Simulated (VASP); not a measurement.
# CoSn2 (I4/mcm) in VASP: further runs, part 2 of 3

VASP 6.6.1. The steps go on from the part before.

## Step 3: Single point, PBEsol

The input, INCAR:

```
SYSTEM = CoSn2
PREC = Accurate
ENCUT = 520
EDIFF = 1E-6
ISMEAR = 0
SIGMA = 0.1
LREAL = .FALSE.
LASPH = .TRUE.
NELM = 80
ALGO = Fast
ISIF = 2
LWAVE = .FALSE.
LCHARG = .FALSE.
GGA = PS
NBANDS = 46
```

The input, KPOINTS:

```
Automatic mesh
0
G
  8 8 8
  0 0 0
```

The input, POSCAR:

```
CoSn2
1.0
   -3.1397850718      3.1397850718      2.6987582994
    3.1397850718     -3.1397850718      2.6987582994
    3.1397850718      3.1397850718     -2.6987582994
Co Sn
2 4
Direct
    0.2500000000      0.2500000000      0.0000000000
    0.7500000000      0.7500000000      0.0000000000
    0.6663276325      0.1663276325      0.8326552651
    0.1663276325      0.3336723675      0.5000000000
    0.3336723675      0.8336723675      0.1673447349
    0.8336723675      0.6663276325      0.5000000000
```

Potentials or basis: VASP PAW PBE potentials, release 64 (Co, Sn_d).

Run with:

```sh
> cat potpaw_PBE.64/Co/POTCAR potpaw_PBE.64/Sn_d/POTCAR > POTCAR
> mpirun -np 1 vasp_std > vasp.out
```

Run time: 9.7 min. Hardware: 1 thread of Intel Xeon Platinum 8488C (Sapphire Rapids), shared host; peak memory 0.39 GiB.

The run converged. Its results:

```yaml
Free_energy: -33.2983 eV
Pressure: 0.0 GPa
Largest_force: 0.004 eV/Å
Band_gap_on_the_k_mesh: zero (band 37 reaches 11.92 eV, above the bottom of band 38 at 10.27 eV)
```

Forces in eV/Å, atoms in the order of the input:
```
Co   0.000  0.000  0.000
Co   0.000  0.000  0.000
Sn   0.003  0.003  0.000
Sn  -0.003  0.003  0.000
Sn  -0.003 -0.003  0.000
Sn   0.003 -0.003  0.000
```

Levels at points of the mesh, in eV from the Fermi level:
```tsv
k point	band 35	band 36	band 37	band 38	band 39	band 40
(0.00, 0.00, 0.00)	-1.15	-1.07	-0.59	-0.59	0.42	0.50
(0.50, 0.00, 0.00)	-0.72	-0.72	0.22	0.22	1.98	1.98
(0.50, 0.50, 0.00)	-1.08	-0.71	-0.59	0.73	0.85	1.43
(0.50, 0.50, 0.50)	-0.70	0.26	0.27	1.66	2.69	2.72
```

Caveat: the PAW data sets were made with another functional, which shifts forces and pressure a little; spin-orbit coupling is left out, which moves the levels of the heavy elements.

## Step 4: Single point, PBEsol (volume scaled by 0.88, then relaxed in part)

The input, INCAR:

```
PREC = Accurate
ENCUT = 520
EDIFF = 1E-6
ISMEAR = 0
SIGMA = 0.1
LREAL = False
LASPH = True
NELM = 100
ALGO = Fast
ISIF = 2
LWAVE = False
LCHARG = False
GGA = PS
NBANDS = 46
```

The input, KPOINTS:

```
Automatic mesh
0
Gamma
  8 8 8
```

The input, POSCAR:

```
CoSn2
1.0
   -3.0122812083      3.0122812083      2.5802125237
    3.0122812083     -3.0122812083      2.5802125237
    3.0122812083      3.0122812083     -2.5802125237
Co Sn
2 4
Direct
    0.2500000000      0.2500000000      0.0000000000
    0.7500000000      0.7500000000      0.0000000000
    0.6651413180      0.1651413180      0.8302826360
    0.1651413180      0.3348586820      0.5000000000
    0.3348586820      0.8348586820      0.1697173640
    0.8348586820      0.6651413180      0.5000000000
```

Potentials or basis: VASP PAW PBE potentials, release 64 (Co, Sn_d).

Run with:

```sh
> cat potpaw_PBE.64/Co/POTCAR potpaw_PBE.64/Sn_d/POTCAR > POTCAR
> mpirun -np 1 vasp_std > vasp.out
```

OUTCAR:

```text
PREC = Accurate
   ENCUT = 520
   EDIFF = 1E-6
   ISMEAR = 0
   LREAL = False
   LASPH = True
   NELM = 100
   ISIF = 2
   GGA = PS

 ion  position               nearest neighbor table
   1  0.250  0.250  0.000-   2 2.58   2 2.58   3 2.59   5 2.59   4 2.59   4 2.59   6 2.59   6 2.59
                             3 2.59   5 2.59
   2  0.750  0.750  0.000-   1 2.58   1 2.58   3 2.59   5 2.59   6 2.59   6 2.59   4 2.59   4 2.59
                             5 2.59   3 2.59
   3  0.665  0.165  0.830-   1 2.59   2 2.59   1 2.59   2 2.59   5 2.81   5 2.96   5 2.96   6 3.18
                             4 3.18   4 3.18   6 3.18   6 3.26   4 3.26   4 3.26   6 3.26
   4  0.165  0.335  0.500-   1 2.59   1 2.59   2 2.59   2 2.59   6 2.81   6 2.96   6 2.96   3 3.18
                             5 3.18   5 3.18   3 3.18   3 3.26   5 3.26   3 3.26   5 3.26
   5  0.335  0.835  0.170-   1 2.59   2 2.59   1 2.59   2 2.59   3 2.81   3 2.96   3 2.96   6 3.18
                             4 3.18   6 3.18   4 3.18   4 3.26   6 3.26   6 3.26   4 3.26
   6  0.835  0.665  0.500-   2 2.59   2 2.59   1 2.59   1 2.59   4 2.81   4 2.96   4 2.96   5 3.18
                             3 3.18   3 3.18   5 3.18   5 3.26   3 3.26   3 3.26   5 3.26

  LATTYP: Found a body centered tetragonal cell.
 ALAT       =     6.0245624166
 C/A-ratio  =     0.8565642931

  Lattice vectors:

 A1 = (  -3.0122812083,   3.0122812083,   2.5802125237)
 A2 = (   3.0122812083,  -3.0122812083,   2.5802125237)
 A3 = (   3.0122812083,   3.0122812083,  -2.5802125237)

Analysis of symmetry for initial positions (statically):
=====================================================================
 Subroutine PRICEL returns:
 Original cell was already a primitive cell.

 Routine SETGRP: Setting up the symmetry group for a
 body centered tetragonal supercell.

 Subroutine GETGRP returns: Found 16 space group operations
 (whereof  8 operations were pure point group operations)
 out of a pool of 16 trial point group operations.

The static configuration has the point symmetry C_4h.
 The point group associated with its full space group is D_4h.

Analysis of symmetry for dynamics (positions and initial velocities):
=====================================================================
 Subroutine PRICEL returns:
 Original cell was already a primitive cell.

 Routine SETGRP: Setting up the symmetry group for a
 body centered tetragonal supercell.

 Subroutine GETGRP returns: Found 16 space group operations
 (whereof  8 operations were pure point group operations)
 out of a pool of 16 trial point group operations.

The dynamic configuration has the point symmetry C_4h.
 The point group associated with its full space group is D_4h.

 Subroutine INISYM returns: Found 16 space group operations
 (whereof  8 operations are pure point group operations),
 and found     1 'primitive' translations

----------------------------------------------------------------------------------------

                                     Primitive cell

  volume of cell :      93.6497

  direct lattice vectors                    reciprocal lattice vectors
    -3.012281208  3.012281208  2.580212524     0.000000000  0.165987159  0.193782487
     3.012281208 -3.012281208  2.580212524     0.165987159  0.000000000  0.193782487
     3.012281208  3.012281208 -2.580212524     0.165987159  0.165987159  0.000000000

  length of vectors
     4.980479176  4.980479176  4.980479176     0.255153658  0.255153658  0.234741291

  position of ions in fractional coordinates (direct lattice)
     0.250000000  0.250000000  0.000000000
[... 69 lines left out ...]
   number of dos      NEDOS =    301   number of ions     NIONS =      6
   total plane-waves  NPLWV =  64000
   dimension x,y,z NGX =    40 NGY =   40 NGZ =   40
   dimension x,y,z NGXF=    80 NGYF=   80 NGZF=   80
   ions per type =               2   4
   NGX,Y,Z   is equivalent  to a cutoff of  13.35, 13.35, 13.35 a.u.
   NGXF,Y,Z  is equivalent  to a cutoff of  26.70, 26.70, 26.70 a.u.
 SYSTEM =  unknown system
   PREC   = accura    normal or accurate (medium, high low for compatibility)
   ISTART =      0    job   : 0-new  1-cont  2-samecut
   ICHARG =      2    charge: 1-file 2-atom 10-const
   ISPIN  =      1    spin polarized calculation?
   LNONCOLLINEAR =      F non collinear calculations
   LSORBIT =      F    spin-orbit coupling
   LASPH  =      T    aspherical Exc in radial PAW
   ENCUT  =  520.0 eV  38.22 Ry    6.18 a.u.   9.26  9.26  9.26*2*pi/ulx,y,z
   NELM   =    100;   NELMIN=  2; NELMDL= -5     # of ELM steps
   EDIFF  = 0.1E-05   stopping-criterion for ELM
   LREAL  =      F    real-space projection
   EDIFFG = 0.1E-04   stopping-criterion for IOM
   NSW    =      0    number of steps for IOM
   IBRION =     -1    ionic relax: 0-MD 1-quasi-New 2-CG
   NFREE  =      0    steps in history (QN), initial steepest desc. (CG)
   ISIF   =      2    stress and relaxation
   ISYM   =      2    0-nonsym 1-usesym 2-fastsym
   POTIM  = 0.5000    time-step for ionic-motion
   TEBEG  =    0.0;   TEEND  =   0.0 temperature during run
   PSTRESS=    0.0 pullay stress
   NELECT =      74.0000    total number of electrons
   NUPDOWN=      -1.0000    fix difference up-down
   EMIN   =  10.00;   EMAX   =-10.00  energy-range for DOS
   EFERMI =   0.00;   METHOD = LEGACY
   ISMEAR =     0;   SIGMA  =   0.10  broadening in eV -4-tet -1-fermi 0-gaus
   EFERMI_NEDOS =   21; number of points for ismear=-14 and -15
   IALGO  =     68    algorithm
   IMIX   =      4    mixing-type and parameters
     AMIX     =   0.40;   BMIX     =  1.00
     AMIX_MAG =   1.60;   BMIX_MAG =  1.00
  volume/ion in A,a.u.               =      15.61       105.33
  Fermi-wavevector in a.u.,A,eV,Ry     =   1.513503  2.860106 31.166741  2.290691
  Thomas-Fermi vector in A             =   2.623285
   LORBIT       =      0    0 simple, 1 ext, 2 COOP (PROOUT), +10 PAW based schemes
   GGA     = PS    functional components
   LHFCALC =     F    Hartree Fock is set to
   AEXX    =    0.0000 exact exchange contribution
   IVDW    =     0    specifies the selected vdW correction
   LEPSILON=     F    determine dielectric tensor
   LRPA    =     F    only Hartree local field effects (RPA)
 non-spin polarized calculation
 RMM-DIIS sequential band-by-band and
 Gauss-broadening in eV      SIGMA  =   0.10
  energy-cutoff  :      520.00
  volume of cell :       93.65
 maximum number of plane-waves:      2542
 NGX is ok and might be reduce to    40
   NGX = 19   NGY = 19   NGZ = 19

 number of electron      74.0000008 magnetization

 Free energy of the ion-electron system (eV)
  ---------------------------------------------------
  ext. energy  EPLUGINS =         0.00000000
  ---------------------------------------------------
  free energy    TOTEN  =       -32.56169071 eV

  energy without entropy =      -32.54860712  energy(sigma->0) =      -32.55514892

 E-fermi :  12.9250     XC(G=0): -12.7990

 val. band max:       12.9025531944   @ k =  -0.2500   0.5000   0.2500
 cond. band min:      12.9310774638   @ k =  -0.2500   0.3750   0.2500
 fundamental gap:      0.0285242694
 Fermi energy:        12.9250101376

 k-point     1 :       0.0000    0.0000    0.0000
  band No.  band energies     occupation
      1      -8.7892      2.00000
      2      -8.7830      2.00000
      3      -8.7373      2.00000
      4      -8.7373      2.00000
      5      -8.7266      2.00000
      6      -8.7180      2.00000
[... 1165 lines left out ...]
     45      17.6974      0.00000
     46      17.6974      0.00000

 [... further k-points ...]

------------------------ aborting loop because EDIFF is reached ----------------------------------------

  FORCE on cell =-STRESS in cart. coord.  units (eV):
  Direction    XX          YY          ZZ          XY          YZ          ZX
  --------------------------------------------------------------------------------------
  -------------------------------------------------------------------------------------
  Total       12.1608616     12.1608616     12.1730272      0.0000000      0.0000000      0.0000000
  in kB      208.0503419    208.0503419    208.2584733      0.0000000      0.0000000      0.0000000
  external PRESSURE =     208.1197190 kB  Pullay stress =       0.0000000 kB

 VOLUME and BASIS-vectors are now :
 -----------------------------------------------------------------------------
  energy-cutoff  :      520.00
  volume of cell :       93.65
      direct lattice vectors                 reciprocal lattice vectors
    -3.012281208  3.012281208  2.580212524     0.000000000  0.165987159  0.193782487
     3.012281208 -3.012281208  2.580212524     0.165987159  0.000000000  0.193782487
     3.012281208  3.012281208 -2.580212524     0.165987159  0.165987159  0.000000000

 POSITION                                       TOTAL-FORCE (eV/Angst)
 -----------------------------------------------------------------------------------
      0.00000      0.00000      1.29011        -0.000000      0.000000      0.000000
      0.00000      0.00000      3.87032        -0.000000      0.000000      0.000000
      0.99490      4.00719      0.00000         0.001251      0.001251      0.000000
      2.01738      0.99490      0.00000        -0.001251      0.001251      0.000000
      2.01738     -0.99490      2.58021        -0.001251     -0.001251     -0.000000
      0.99490      2.01738      2.58021         0.001251     -0.001251      0.000000
 -----------------------------------------------------------------------------------
    total drift:                                0.000000     -0.000000      0.000000

  FREE ENERGIE OF THE ION-ELECTRON SYSTEM (eV)
  ---------------------------------------------------
  free  energy   TOTEN  =       -32.5616907134 eV

  energy  without entropy=      -32.5486071228  energy(sigma->0) =      -32.55514892
```

Wall time 5.9 min (1 thread of Intel Xeon Platinum 8488C (Sapphire Rapids), shared host); peak memory 0.36 GiB.

What came out:

```
Free energy            : -32.5617 eV
Pressure               : 20.8 GPa
Band gap on the k mesh : zero (band 37 reaches 14.14 eV, above the bottom of band 38 at 12.21 eV)
```

Caveat: the PAW data sets were made with another functional, which shifts forces and pressure a little; spin-orbit coupling is left out, which moves the levels of the heavy elements. Spin polarisation is off, so any magnetic state and its effect on volume and gap are missing.

[end of part 2 of 3]
